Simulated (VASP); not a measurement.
Wanted: the native input for a VASP 6.6.1 run.

| Item | Value |
| --- | --- |
| Task | single point |
| Functional | PBE |
| Potentials or basis | VASP PAW PBE potentials, release 64 (Li_sv, Be) |
| Cutoff | 520 eV |
| k mesh | 24 × 24 × 6 |
| Occupations | gaussian, width 0.1 eV |
| Spin | no spin polarisation |
| Dipole correction | no |
| Further INCAR settings | ALGO = Normal; EDIFF = 1e-07; NBANDS = 13 |

The structure of LiBe lies in POSCAR:

```
LiBe
1.0
    2.4442452573      0.0000000000      0.0000000000
   -1.2221226286      2.1167784859      0.0000000000
    0.0000000000      0.0000000000      8.6542788715
Li Be
2 2
Direct
    0.3333333333      0.6666666667      0.8556887925
    0.6666666667      0.3333333333      0.1443112075
    0.3333333333      0.6666666667      0.3974804317
    0.6666666667      0.3333333333      0.6025195683
```

One way to write it, as run:

INCAR

```
SYSTEM = LiBe
ALGO     = Normal         ! electronic algorithm
EDIFF    = 1E-7           ! SCF threshold, eV
ENCUT    = 520            ! plane-wave cutoff, eV
GGA      = PE             ! functional
ISIF     = 2              ! what is computed and relaxed
ISMEAR   = 0              ! smearing method
LASPH    = .True.         ! aspherical terms in the spheres
LCHARG   = .False.        ! write CHGCAR
LREAL    = .False.        ! projectors in reciprocal space
LWAVE    = .False.        ! write WAVECAR
NBANDS   = 13             ! bands
NELM     = 100            ! most SCF steps
PREC     = Accurate       ! precision mode
SIGMA    = 0.1            ! smearing width, eV
```

KPOINTS

```
k-points
0
Gamma
  24 24 6
  0 0 0
```

Potentials or basis: VASP PAW PBE potentials, release 64 (Li_sv, Be).

Command:

```sh
$ cat potpaw_PBE.64/Li_sv/POTCAR potpaw_PBE.64/Be/POTCAR > POTCAR
$ mpirun -np 1 vasp_std > vasp.out
```

Results of the run:

- Largest force: 0.011 eV/Å
- Band gap on the k mesh: zero (band 5 reaches 4.68 eV, above the bottom of band 6 at 0.49 eV)

Run time: 3.1 min on 1 thread of Intel(R) Xeon(R) Platinum 8259CL CPU @ 2.50GHz (Skylake/Cascade Lake), with other jobs on the host, peak memory 0.28 GiB.
